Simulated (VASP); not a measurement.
# Al9H in VASP: a series of runs, part 2 of 2

VASP 6.6.1.

### Step 6. Single point, PBE

INCAR

```
PREC = Accurate
ENCUT = 520
EDIFF = 1E-6
ISMEAR = 0
SIGMA = 0.1
LREAL = Auto
LASPH = True
NELM = 60
ALGO = Normal
ISIF = 2
LWAVE = False
LCHARG = True
LDIPOL = True
IDIPOL = 3
DIPOL = 0.5 0.5 0.299
GGA = PE
LELF = True
LVHAR = True
LVACPOTAV = True
NBANDS = 44
```

KPOINTS

```
regular mesh
0
Gamma
  5 3 1
```

POSCAR

```
Al9H
1.0
    5.7070863106      0.0000000000      0.0000000000
   -1.4267715776      9.7014842380      0.0000000000
    0.0000000000      0.0000000000     22.7903703519
Al H
18 2
Direct
    0.2662216041      0.0648864163      0.1755127248
    0.7662216041      0.0648864163      0.1755127248
    0.3354806058      0.3419224231      0.2192029854
    0.8354806058      0.3419224231      0.2192029854
    0.1493324061      0.5973296244      0.2279410375
    0.6493324061      0.5973296244      0.2279410375
    0.4631842064      0.8527368258      0.2366790896
    0.9631842065      0.8527368258      0.2366790896
    0.0319772093      0.1277109169      0.2808262502
    0.5319772093      0.1277109169      0.2808262502
    0.0997917601      0.4042231294      0.3301071124
    0.5997917601      0.4042231294      0.3301071124
    0.4144000537      0.6596656514      0.3369822081
    0.9144000537      0.6596656514      0.3369822081
    0.2263076916      0.9110819252      0.3449259130
    0.7263076916      0.9110819252      0.3449259130
    0.2962427243      0.1814072004      0.3857054631
    0.7962427243      0.1814072004      0.3857054631
    0.6062643800      0.3914885899      0.4475736986
    0.6062643800      0.4577756274      0.4475736986
```

Potentials or basis: VASP PAW PBE potentials, release 64 (Al, H).

The run is started by

```console
$ cat potpaw_PBE.64/Al/POTCAR potpaw_PBE.64/H/POTCAR > POTCAR
$ mpirun -np 1 vasp_std > vasp.out
```

OUTCAR:

```text
PREC = Accurate
   ENCUT = 520
   EDIFF = 1E-6
   ISMEAR = 0
   LREAL = Auto
   LASPH = True
   NELM = 60
   ISIF = 2
   GGA = PE

 ion  position               nearest neighbor table
   1  0.266  0.065  0.176-   2 2.85   2 2.85   9 2.86  10 2.86   7 2.87   8 2.87   3 2.87
   2  0.766  0.065  0.176-   1 2.85   1 2.85  10 2.86   9 2.86   8 2.87   7 2.87   4 2.87
   3  0.335  0.342  0.219-   4 2.85   4 2.85   6 2.87   5 2.87   1 2.87   9 2.89  10 2.89  12 2.96
                            11 2.97
   4  0.835  0.342  0.219-   3 2.85   3 2.85   5 2.87   6 2.87   2 2.87  10 2.89   9 2.89  11 2.96
                            12 2.97
   5  0.149  0.597  0.228-   6 2.85   6 2.85   4 2.87   3 2.87   8 2.87   7 2.87  13 2.93  14 2.93
                            11 2.99
   6  0.649  0.597  0.228-   5 2.85   5 2.85   3 2.87   4 2.87   7 2.87   8 2.87  14 2.93  13 2.93
                            12 2.99
   7  0.463  0.853  0.237-  10 2.85   8 2.85   8 2.85   1 2.87   2 2.87   5 2.87   6 2.87  16 2.90
                            15 2.91  13 2.96
   8  0.963  0.853  0.237-   9 2.85   7 2.85   7 2.85   1 2.87   2 2.87   5 2.87   6 2.87  15 2.90
                            16 2.91  14 2.96
   9  0.032  0.128  0.281-  18 2.83  17 2.83   8 2.85  10 2.85  10 2.85   1 2.86   2 2.86   3 2.89
                             4 2.89  11 2.91  15 2.93  16 2.93
  10  0.532  0.128  0.281-  17 2.83  18 2.83   7 2.85   9 2.85   9 2.85   2 2.86   1 2.86   4 2.89
                             3 2.89  12 2.91  16 2.93  15 2.93
  11  0.100  0.404  0.330-  12 2.85  12 2.85  14 2.86  13 2.87  18 2.88  17 2.89   9 2.91   4 2.96
                             3 2.97   5 2.99
  12  0.600  0.404  0.330-  11 2.85  11 2.85  13 2.86  14 2.87  17 2.88  18 2.89  10 2.91   3 2.96
                             4 2.97   6 2.99
  13  0.414  0.660  0.337-  16 2.83  15 2.83  14 2.85  14 2.85  12 2.86  11 2.87   5 2.93   6 2.93
                             7 2.96
  14  0.914  0.660  0.337-  15 2.83  16 2.83  13 2.85  13 2.85  11 2.86  12 2.87   6 2.93   5 2.93
                             8 2.96
  15  0.226  0.911  0.345-  17 2.78  14 2.83  13 2.83  16 2.85  16 2.85   8 2.90   7 2.91   9 2.93
                            10 2.93
  16  0.726  0.911  0.345-  18 2.78  13 2.83  14 2.83  15 2.85  15 2.85   7 2.90   8 2.91  10 2.93
                             9 2.93
  17  0.296  0.181  0.386-  15 2.78  10 2.83   9 2.83  18 2.85  18 2.85  12 2.88  11 2.89
  18  0.796  0.181  0.386-  16 2.78   9 2.83  10 2.83  17 2.85  17 2.85  11 2.88  12 2.89
  19  0.606  0.391  0.448-  20 0.65
[... 200 lines left out ...]

 dipolmoment           0.000000      0.000000     -0.021437 electrons x Angstroem

 Free energy of the ion-electron system (eV)
  ---------------------------------------------------
  ext. energy  EPLUGINS =         0.00000000
  ---------------------------------------------------
  free energy    TOTEN  =       -67.60272232 eV

  energy without entropy =      -67.55458213  energy(sigma->0) =      -67.57865222

 E-fermi :  -1.1812     XC(G=0):  -3.3656

 val. band max:       -1.2013626720   @ k =   0.0000   0.3333   0.0000
 cond. band min:      -1.1660404963   @ k =   0.2000  -0.0000   0.0000
 fundamental gap:      0.0353221757
 Fermi energy:        -1.1811860812

 k-point     1 :       0.0000    0.0000    0.0000
  band No.  band energies     occupation
      1     -11.2567      2.00000
      2      -9.7084      2.00000
      3      -9.6633      2.00000
      4      -9.1271      2.00000
      5      -8.5243      2.00000
      6      -7.1489      2.00000
[... 333 lines left out ...]
     39       0.9286      0.00000
     40       1.0568      0.00000
 [bands above 40 left out]

------------------------ aborting loop because EDIFF is reached ----------------------------------------

  FORCE on cell =-STRESS in cart. coord.  units (eV):
  Direction    XX          YY          ZZ          XY          YZ          ZX
  --------------------------------------------------------------------------------------
  -------------------------------------------------------------------------------------
  Total      -11.8923526     -8.9468279      1.0165129     -0.3396299      0.0304321      0.0289865
  in kB      -15.0999098    -11.3599301      1.2906827     -0.4312335      0.0386401      0.0368046
  external PRESSURE =      -8.3897191 kB  Pullay stress =       0.0000000 kB

 VOLUME and BASIS-vectors are now :
 -----------------------------------------------------------------------------
  energy-cutoff  :      520.00
  volume of cell :     1261.84
      direct lattice vectors                 reciprocal lattice vectors
     5.707086311  0.000000000  0.000000000     0.175220760  0.025769253  0.000000000
    -1.426771578  9.701484238  0.000000000     0.000000000  0.103077011  0.000000000
     0.000000000  0.000000000 22.790370352     0.000000000  0.000000000  0.043878181

 POSITION                                       TOTAL-FORCE (eV/Angst)
 -----------------------------------------------------------------------------------
      1.42677      0.62949      4.00000        -0.018124      0.135403      0.023162
      4.28031      0.62949      4.00000         0.005697      0.144064      0.020072
      1.42677      3.31715      4.99572         0.021872      0.036842      0.055379
      4.28031      3.31715      4.99572        -0.010534      0.033342      0.047226
      0.00000      5.79498      5.19486         0.001418     -0.094952      0.038277
      2.85354      5.79498      5.19486        -0.005657     -0.092729      0.017872
[... 12 lines left out ...]
      2.90144      3.79802     10.20037         0.729834     -4.874329      0.243385
      2.80686      4.44110     10.20037        -0.727110      5.122802      0.229903
 -----------------------------------------------------------------------------------
    total drift:                               -0.007940     -0.032376     -0.007268

  FREE ENERGIE OF THE ION-ELECTRON SYSTEM (eV)
  ---------------------------------------------------
  free  energy   TOTEN  =       -67.6027223153 eV

  energy  without entropy=      -67.5545821332  energy(sigma->0) =      -67.57865222

 vacuum level on the upper side and lower side of the slab         2.932         3.003
```

OSZICAR:

```text
N       E                     dE             d eps       ncg     rms          rms(c)
DAV:   1     0.219275225142E+03    0.21928E+03   -0.15417E+04   704   0.854E+02
DAV:   2    -0.528123696398E+02   -0.27209E+03   -0.26322E+03  1000   0.151E+02
DAV:   3    -0.705498372109E+02   -0.17737E+02   -0.17346E+02   860   0.390E+01
DAV:   4    -0.712109784430E+02   -0.66114E+00   -0.65964E+00  1096   0.884E+00
[... 16 lines left out ...]
DAV:  21    -0.676027011087E+02   -0.13676E-04   -0.70771E-07   620   0.294E-03    0.571E-04
DAV:  22    -0.676027112322E+02   -0.10124E-04   -0.51264E-07   556   0.217E-03    0.565E-04
DAV:  23    -0.676027183328E+02   -0.71006E-05   -0.31713E-07   572   0.167E-03    0.240E-04
DAV:  24    -0.676027214740E+02   -0.31412E-05   -0.16040E-07   572   0.125E-03    0.299E-04
DAV:  25    -0.676027223153E+02   -0.84137E-06   -0.37748E-08   492   0.883E-04
   1 F= -.67602722E+02 E0= -.67578652E+02  d E =-.481402E-01
```

Wall time 16 min (1 thread of AMD EPYC 9R14 (Zen 4), shared host); peak memory 1.2 GiB.

Results:

* Free energy: -67.6027 eV
* Largest force: 5.179 eV/Å
* Band gap on the k mesh: zero (band 28 reaches -1.03 eV, above the bottom of band 29 at -1.76 eV)

Forces on the atoms (eV/Å):
```
Al  -0.018  0.135  0.023
Al   0.006  0.144  0.020
Al   0.022  0.037  0.055
Al  -0.011  0.033  0.047
Al   0.001 -0.095  0.038
Al  -0.006 -0.093  0.018
Al   0.000 -0.092 -0.132
Al   0.005 -0.086 -0.119
Al  -0.002  0.014  0.005
Al  -0.001  0.014 -0.022
Al   0.011 -0.018  0.003
Al  -0.003 -0.034 -0.207
Al  -0.009 -0.030 -0.023
Al  -0.003 -0.026 -0.027
Al   0.003  0.013 -0.009
Al  -0.005  0.022 -0.003
Al  -0.016 -0.089 -0.069
Al   0.024 -0.100 -0.072
H    0.730 -4.874  0.243
H   -0.727  5.123  0.230
```
